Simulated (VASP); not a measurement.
# CaCu2S2 (P-3m1) in VASP: a series of runs, part 2 of 2

VASP 6.6.1. Earlier steps stand in the parts before.

**4. Relaxation of cell and atoms, PBEsol**

This run uses another cell than the first one, of 17.54 Å³/atom, 1.062 times its volume.

The input, INCAR:

```
  PREC = Accurate
  ENCUT = 600
  EDIFF = 1E-7
  ISMEAR = 0
  SIGMA = 0.1
  LREAL = F
  LASPH = T
  NELM = 60
  ALGO = Normal
  ISIF = 3
  LWAVE = F
  LCHARG = F
  GGA = PS
  IBRION = 2
  NSW = 90
  EDIFFG = -0.04
```

The input, KPOINTS:

```
regular mesh
0
Gamma
  6 6 4
```

The input, POSCAR:

```
CaCu2S2
1.0
    3.9399999606      0.0000000000      0.0000000000
   -1.9699999803      3.4121400568      0.0000000000
    0.0000000000      0.0000000000      6.5230000000
Ca Cu S
1 2 2
Direct
    0.0000000000      0.0000000000      0.0000000000
    0.3333333333      0.6666666667      0.3764900000
    0.6666666667      0.3333333333      0.6235100000
    0.3333333333      0.6666666667      0.7463000000
    0.6666666667      0.3333333333      0.2537000000
```

Potentials or basis: VASP PAW PBE potentials, release 64 (Ca_sv, Cu, S).

The run is started by

```console
> cat potpaw_PBE.64/Ca_sv/POTCAR potpaw_PBE.64/Cu/POTCAR potpaw_PBE.64/S/POTCAR > POTCAR
> mpirun -np 1 vasp_std > vasp.out
```

OUTCAR:

```text
PREC = Accurate
   ENCUT = 600
   EDIFF = 1E-7
   ISMEAR = 0
   LREAL = F
   LASPH = T
   NELM = 60
   ISIF = 3
   GGA = PS
   IBRION = 2
   NSW = 90
   EDIFFG = -0.04

 ion  position               nearest neighbor table
   1  0.000  0.000  0.000-   4 2.81   5 2.81   5 2.81   4 2.81   5 2.81   4 2.81
   2  0.333  0.667  0.376-   5 2.41   5 2.41   5 2.41   4 2.41   3 2.79   3 2.79   3 2.79
   3  0.667  0.333  0.624-   4 2.41   4 2.41   4 2.41   5 2.41   2 2.79   2 2.79   2 2.79
   4  0.333  0.667  0.746-   3 2.41   3 2.41   3 2.41   2 2.41   1 2.81   1 2.81   1 2.81
   5  0.667  0.333  0.254-   2 2.41   2 2.41   2 2.41   3 2.41   1 2.81   1 2.81   1 2.81

  LATTYP: Found a hexagonal cell.
 ALAT       =     3.9399999606
 C/A-ratio  =     1.6555837729

  Lattice vectors:

 A1 = (   3.9399999606,   0.0000000000,   0.0000000000)
 A2 = (  -1.9699999803,   3.4121400568,   0.0000000000)
 A3 = (   0.0000000000,   0.0000000000,   6.5230000000)

Analysis of symmetry for initial positions (statically):
=====================================================================
 Subroutine PRICEL returns:
 Original cell was already a primitive cell.

 Routine SETGRP: Setting up the symmetry group for a
 hexagonal supercell.

 Subroutine GETGRP returns: Found 12 space group operations
 (whereof 12 operations were pure point group operations)
 out of a pool of 24 trial point group operations.

The static configuration has the point symmetry D_3d.

Analysis of symmetry for dynamics (positions and initial velocities):
=====================================================================
 Subroutine PRICEL returns:
 Original cell was already a primitive cell.

 Routine SETGRP: Setting up the symmetry group for a
 hexagonal supercell.

 Subroutine GETGRP returns: Found 12 space group operations
 (whereof 12 operations were pure point group operations)
 out of a pool of 24 trial point group operations.

[... 111 lines left out ...]
   ISIF   =      3    stress and relaxation
   ISYM   =      2    0-nonsym 1-usesym 2-fastsym
   POTIM  = 0.5000    time-step for ionic-motion
   TEBEG  =    0.0;   TEEND  =   0.0 temperature during run
   PSTRESS=    0.0 pullay stress
   NELECT =      44.0000    total number of electrons
   NUPDOWN=      -1.0000    fix difference up-down
   EMIN   =  10.00;   EMAX   =-10.00  energy-range for DOS
   EFERMI =   0.00;   METHOD = LEGACY
   ISMEAR =     0;   SIGMA  =   0.10  broadening in eV -4-tet -1-fermi 0-gaus
   EFERMI_NEDOS =   21; number of points for ismear=-14 and -15
   IALGO  =     38    algorithm
   IMIX   =      4    mixing-type and parameters
     AMIX     =   0.40;   BMIX     =  1.00
     AMIX_MAG =   1.60;   BMIX_MAG =  1.00
  volume/ion in A,a.u.               =      17.54       118.36
  Fermi-wavevector in a.u.,A,eV,Ry     =   1.300875  2.458297 23.024810  1.692276
  Thomas-Fermi vector in A             =   2.432045
   LORBIT       =      0    0 simple, 1 ext, 2 COOP (PROOUT), +10 PAW based schemes
   GGA     = PS    functional components
   LHFCALC =     F    Hartree Fock is set to
   AEXX    =    0.0000 exact exchange contribution
   IVDW    =     0    specifies the selected vdW correction
   LEPSILON=     F    determine dielectric tensor
   LRPA    =     F    only Hartree local field effects (RPA)
 conjugate gradient relaxation of ions
 non-spin polarized calculation
 Gauss-broadening in eV      SIGMA  =   0.10
  energy-cutoff  :      600.00
  volume of cell :       87.69
 maximum number of plane-waves:      2952
   NGX = 15   NGY = 15   NGZ = 27

--------------------------------------- Ionic step        1  -------------------------------------------

 number of electron      44.0000011 magnetization

 Free energy of the ion-electron system (eV)
  ---------------------------------------------------
  ext. energy  EPLUGINS =         0.00000000
  ---------------------------------------------------
  free energy    TOTEN  =       -24.37516886 eV

  energy without entropy =      -24.37516886  energy(sigma->0) =      -24.37516886

------------------------ aborting loop because EDIFF is reached ----------------------------------------

  FORCE on cell =-STRESS in cart. coord.  units (eV):
  Direction    XX          YY          ZZ          XY          YZ          ZX
  --------------------------------------------------------------------------------------
  -------------------------------------------------------------------------------------
  Total       -2.5487620     -2.5487620     -2.4751357     -0.0000000      0.0000000      0.0000000
  in kB      -46.5660514    -46.5660514    -45.2208954     -0.0000000      0.0000000      0.0000000
  external PRESSURE =     -46.1176661 kB  Pullay stress =       0.0000000 kB
[... 260 lines left out ...]
--------------------------------------- Ionic step        8  -------------------------------------------

 number of electron      44.0000006 magnetization

 Free energy of the ion-electron system (eV)
  ---------------------------------------------------
  ext. energy  EPLUGINS =         0.00000000
  ---------------------------------------------------
  free energy    TOTEN  =       -24.46590664 eV

  energy without entropy =      -24.46590664  energy(sigma->0) =      -24.46590664

 E-fermi :   6.4918     XC(G=0): -10.8720

 val. band max:        6.0721163188   @ k =   0.0000   0.0000   0.0000
 cond. band min:       7.2523657552   @ k =   0.0000   0.0000   0.0000
 fundamental gap:      1.1802494364
 Fermi energy:         6.4918347049

 k-point     1 :       0.0000    0.0000    0.0000
  band No.  band energies     occupation
      1     -34.2275      2.00000
      2     -15.4663      2.00000
      3     -15.3140      2.00000
      4     -15.3140      2.00000
      5      -8.2829      2.00000
      6      -7.2445      2.00000
[... 717 lines left out ...]
  FREE ENERGIE OF THE ION-ELECTRON SYSTEM (eV)
  ---------------------------------------------------
  free  energy   TOTEN  =       -24.4659066389 eV

  energy  without entropy=      -24.4659066388  energy(sigma->0) =      -24.46590664

 reached required accuracy - stopping structural energy minimisation
```

OSZICAR:

```text
N       E                     dE             d eps       ncg     rms          rms(c)
DAV:   1     0.413626842148E+03    0.41363E+03   -0.22183E+04  1248   0.233E+03
DAV:   2     0.158844801991E+02   -0.39774E+03   -0.39114E+03  1250   0.456E+02
DAV:   3    -0.245879993026E+02   -0.40472E+02   -0.39759E+02  1822   0.161E+02
DAV:   4    -0.271233484795E+02   -0.25353E+01   -0.25137E+01  2240   0.377E+01
[... 94 lines left out ...]
DAV:   3    -0.244659281145E+02    0.15443E-03   -0.13747E-03  1856   0.837E-01    0.369E-02
DAV:   4    -0.244659108374E+02    0.17277E-04   -0.11656E-04  2262   0.972E-02    0.168E-02
DAV:   5    -0.244659077637E+02    0.30738E-05   -0.10458E-05  2166   0.668E-02    0.731E-03
DAV:   6    -0.244659066968E+02    0.10669E-05   -0.33635E-06  2308   0.133E-02    0.275E-03
DAV:   7    -0.244659066389E+02    0.57920E-07   -0.19774E-07  1236   0.480E-03
   8 F= -.24465907E+02 E0= -.24465907E+02  d E =-.297049E-03
```

Run time: 5.6 min. Hardware: 1 thread of Intel Xeon Platinum 8488C (Sapphire Rapids), shared host; peak memory 0.27 GiB.

What came out:

| Quantity | Value |
| --- | --- |
| Free energy | -24.4659 eV |
| Relaxed volume | 16.59 Å³/atom |
| Relaxed cell | a = 3.854 Å, b = 3.854 Å, c = 6.450 Å, α = 90.00°, β = 90.00°, γ = 120.00° |
| Space group after relaxing (to 0.05 Å) | P-3m1 (No. 164) |
| Energy gained by relaxing | 18.1 meV/atom |
| Ionic steps | 8 |
| Pressure after relaxing | 0.0 GPa |
| Largest force after relaxing | 0.036 eV/Å |
| Band gap on the k mesh | 1.18 eV, direct |

Forces in eV/Å, atoms in the order of the input:
```
Ca   0.000  0.000  0.000
Cu   0.000  0.000 -0.036
Cu   0.000  0.000  0.036
S    0.000  0.000  0.001
S    0.000  0.000 -0.001
```

Stress tensor (GPa, compression positive):
```
 0.01  0.00  0.00
 0.00  0.01  0.00
 0.00  0.00 -0.11
```

Step by step:
| step | energy change (eV) | largest force (eV/Å) | pressure (GPa) | volume (Å³) |
| --- | --- | --- | --- | --- |
| 1 | 0.0000 | 0.4466 | -4.61 | 87.69 |
| 2 | -0.0795 | 0.0902 | 1.64 | 81.44 |
| 3 | -0.0853 | 0.1488 | 0.17 | 82.65 |
| 4 | -0.0885 | 0.0903 | 0.12 | 82.75 |
| 5 | -0.0899 | 0.0514 | 0.09 | 82.82 |
| 6 | -0.0901 | 0.0535 | 0.00 | 82.97 |
| 7 | -0.0904 | 0.0481 | 0.04 | 82.90 |
| 8 | -0.0907 | 0.0364 | -0.03 | 82.97 |

Final structure:
```
CELL_PARAMETERS angstrom
3.85392 0.00000 0.00000
-1.92696 3.33759 0.00000
0.00000 0.00000 6.45032
ATOMIC_POSITIONS crystal
Ca 0.00000 0.00000 0.00000
Cu 0.33333 0.66667 0.37509
Cu 0.66667 0.33333 0.62491
S 0.33333 0.66667 0.74059
S 0.66667 0.33333 0.25941
```

Caveat: the PAW data sets were made with another functional, which shifts forces and pressure a little. As with any semilocal functional, this PBEsol gap is likely too small.

**5. Single point, PBEsol, collinear spin, ferromagnetic start**

This run uses another cell than the first one, of 17.54 Å³/atom, 1.062 times its volume.

The input, INCAR:

```
SYSTEM = CaCu2S2
PREC = Accurate ; ENCUT = 520
EDIFF = 1E-6 ; ISMEAR = 0
SIGMA = 0.1 ; LREAL = .False.
LASPH = .True. ; NELM = 150
ALGO = Normal ; ISIF = 2
LWAVE = .False. ; LCHARG = .False.
ISPIN = 2 ; MAGMOM = 0 1 1 0 0
LORBIT = 11 ; LMAXMIX = 4
GGA = PS ; NBANDS = 34
```

The input, KPOINTS:

```
Automatic mesh
0
Gamma
  6 6 4
  0 0 0
```

POSCAR is that of step 4.

The run is started by

```console
> cat potpaw_PBE.64/Ca_sv/POTCAR potpaw_PBE.64/Cu/POTCAR potpaw_PBE.64/S/POTCAR > POTCAR
> mpirun -np 1 vasp_std > vasp.out
```

Wall time 2.4 min (1 thread of Intel Xeon Platinum 8488C (Sapphire Rapids), shared host); peak memory 0.3 GiB.

It converged, with:

```
Free energy                                           : -24.3740 eV
Pressure                                              : -4.6 GPa
Largest force                                         : 0.446 eV/Å
Band gap on the k mesh                                : 1.00 eV, direct
Net moment                                            : 0.00 μB per cell
Valence electrons inside the program's atomic spheres : Ca 8.17; Cu 9.93; S 3.69
```

Forces on the atoms (eV/Å):
```
Ca   0.000  0.000  0.000
Cu   0.000  0.000  0.039
Cu   0.000  0.000 -0.039
S    0.000  0.000 -0.446
S    0.000  0.000  0.446
```

Stress tensor (GPa, compression positive):
```
-4.67  0.00  0.00
 0.00 -4.67  0.00
 0.00  0.00 -4.55
```

Levels at points of the mesh, in eV from the valence-band top:
Spin up:
```csv
k point,band 20,band 21,band 22,band 23,band 24,band 25
"(0.00, 0.00, 0.00)",-0.15,0.00,0.00,1.00,2.20,2.75
"(0.50, 0.00, 0.00)",-1.63,-1.46,-0.64,1.97,3.23,3.96
"(0.00, 0.00, 0.50)",-0.58,-0.29,-0.29,1.93,2.29,3.32
"(0.50, 0.00, 0.50)",-1.63,-0.78,-0.49,1.92,2.87,2.96
```
Spin down:
```csv
k point,band 18,band 19,band 20,band 21,band 22,band 23,band 24,band 25,band 26,band 27
"(0.00, 0.00, 0.00)",-0.66,-0.66,-0.15,0.00,0.00,1.00,2.20,2.75,3.26,3.26
"(0.50, 0.00, 0.00)",-1.68,-1.66,-1.63,-1.46,-0.64,1.97,3.23,3.96,5.06,5.09
"(0.00, 0.00, 0.50)",-0.72,-0.58,-0.58,-0.29,-0.29,1.93,2.29,3.32,3.32,3.98
"(0.50, 0.00, 0.50)",-1.71,-1.66,-1.63,-0.78,-0.49,1.92,2.87,2.96,4.24,4.47
```

Caveat: the PAW data sets were made with another functional, which shifts forces and pressure a little.

**6. The runs side by side**

```csv
task,spin,cell,k mesh,cutoff (eV),smearing,gap on the mesh (eV),pressure (GPa),largest force (eV/Å)
single point,off,"a = 3.851, b = 3.851, c = 6.429 Å, angles 90.0, 90.0, 120.0°, 5 atoms",6 × 6 × 4,520,gaussian 0.1 eV,1.20,0.5,0.01
single point,off,"a = 3.850, b = 3.850, c = 6.433 Å, angles 90.0, 90.0, 120.0°, 5 atoms",12 × 12 × 4,520,gaussian 0.02 eV,1.20,0.5,0.01
relaxation of cell and atoms,off,"relaxed from a = 3.940, b = 3.940, c = 6.523 Å, angles 90.0, 90.0, 120.0°, 5 atoms",6 × 6 × 4,600,gaussian 0.1 eV,1.18,0.0,0.04
single point,"collinear, ferromagnetic start","a = 3.940, b = 3.940, c = 6.523 Å, angles 90.0, 90.0, 120.0°, 5 atoms",6 × 6 × 4,520,gaussian 0.1 eV,1.00,-4.6,0.45
```

Alike in all rows: level PBEsol; potentials or basis VASP PAW PBE potentials, release 64 (Ca_sv, Cu, S).

Caveats: the PAW data sets were made with another functional, which shifts forces and pressure a little.

Total energies depend on the potentials used, so only differences within one code and one set of settings carry meaning.
